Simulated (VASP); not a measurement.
A run of VASP 6.6.1 is set up as follows.

Contents of INCAR:

```
ALGO = Normal ; EDIFF = 1E-6
EDIFFG = -0.01 ; ENCUT = 600
GGA = PS ; IBRION = 2
ISIF = 3 ; ISMEAR = 0
LASPH = True ; LCHARG = False
LREAL = False ; LWAVE = False
NELM = 80 ; NSW = 100
PREC = Accurate ; SIGMA = 0.1
```

File KPOINTS:

```
k-points
0
Gamma
  6 6 6
```

File POSCAR:

```
Sb
1.0
    5.9871768820      0.0000000000      0.0000000000
    0.0000000000      5.9871768820      0.0000000000
    0.0000000000      0.0000000000      5.9871768820
Sb
8
Direct
    0.5000000000      0.5000000000      0.5000000000
    0.0000000000      0.0000000000      0.0000000000
    0.2500000000      0.0000000000      0.5000000000
    0.5000000000      0.2500000000      0.0000000000
    0.5000000000      0.7500000000      0.0000000000
    0.7500000000      0.0000000000      0.5000000000
    0.0000000000      0.5000000000      0.7500000000
    0.0000000000      0.5000000000      0.2500000000
```

Potentials or basis: VASP PAW PBE potentials, release 64 (Sb).

The run is started by

```bash
$ cat potpaw_PBE.64/Sb/POTCAR > POTCAR
$ mpirun -np 1 vasp_std > vasp.out
```

Q: Estimate the relaxed volume.

A: 26.59 Å³/atom.

Q: What does it give for the space group after relaxing (to 0.1 Å)?

A: Pm-3n (No. 223).

Q: What does it give for the band gap on the k mesh?

A: Zero (bands 20 and 21 overlap by 0.59 eV).

Q: Predict the relaxed cell.

A: a = 5.969 Å, b = 5.969 Å, c = 5.969 Å, α = 90.00°, β = 90.00°, γ = 90.00°.

Final structure:
```yaml
crystal:
  lattice:
    - [5.96945, 0.00000, 0.00000]
    - [0.00000, 5.96945, 0.00000]
    - [0.00000, 0.00000, 5.96945]
  atoms:
    - { symbol: Sb, position: [0.50000, 0.50000, 0.50000] }
    - { symbol: Sb, position: [0.00000, 0.00000, 0.00000] }
    - { symbol: Sb, position: [0.25000, 0.00000, 0.50000] }
    - { symbol: Sb, position: [0.50000, 0.25000, 0.00000] }
    - { symbol: Sb, position: [0.50000, 0.75000, 0.00000] }
    - { symbol: Sb, position: [0.75000, 0.00000, 0.50000] }
    - { symbol: Sb, position: [0.00000, 0.50000, 0.75000] }
    - { symbol: Sb, position: [0.00000, 0.50000, 0.25000] }
```

Caveat: the highest band is partly filled, so the run has too few bands; the PAW data sets were made with another functional, which shifts forces and pressure a little; spin-orbit coupling is left out, which moves the levels of the heavy elements.
